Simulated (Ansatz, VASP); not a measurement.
**HfC in VASP and in Ansatz**

```xyz
2
Lattice="0.0000 2.5284 2.3250 2.3250 0.0000 2.3250 2.3250 2.5284 0.0000" Properties=species:S:1:pos:R:3 pbc="T T T"
Hf    2.3250    2.5284    2.3250
C     0.0000    0.0000    0.0000
```

Change from the starting cell: strain +0.0875 x Voigt [0, 1, 0, 0, 0, 0], atoms carried along.

Alike in both runs: task single point; functional PBEsol; k mesh 18 × 18 × 18; occupations gaussian, width 0.15 eV; no spin polarisation.

|  | VASP | Ansatz |
| --- | --- | --- |
| version | VASP 6.6.1 | Ansatz 0.2.0 |
| potentials or method | VASP PAW PBE potentials, release 64 (Hf_pv, C), cutoff 520 eV | scalar-relativistic, plane waves, PAW |
| valence electrons in the cell | 14 | 30 |

Ansatz gave:

| Item | Value |
| --- | --- |
| gap on the k mesh at the Fermi level (eV) | none |
| pressure (GPa) | -19.6 |
| traceless stress, the component that is largest in VASP (GPa) | -12.36 |

Q: Which values does VASP return?

A: gap on the k mesh at the Fermi level (eV): none; pressure (GPa): -20.2; traceless stress, the component that is largest in VASP (GPa): -12.47.

VASP's potentials were made for PBE, not for PBEsol. A gap of «none» marks a metal or a gap that the smearing closes. VASP's potentials hold 14 valence electrons a cell and Ansatz's 30, so a difference there can come from the potentials and not from the codes.

Spin-orbit coupling is off throughout.
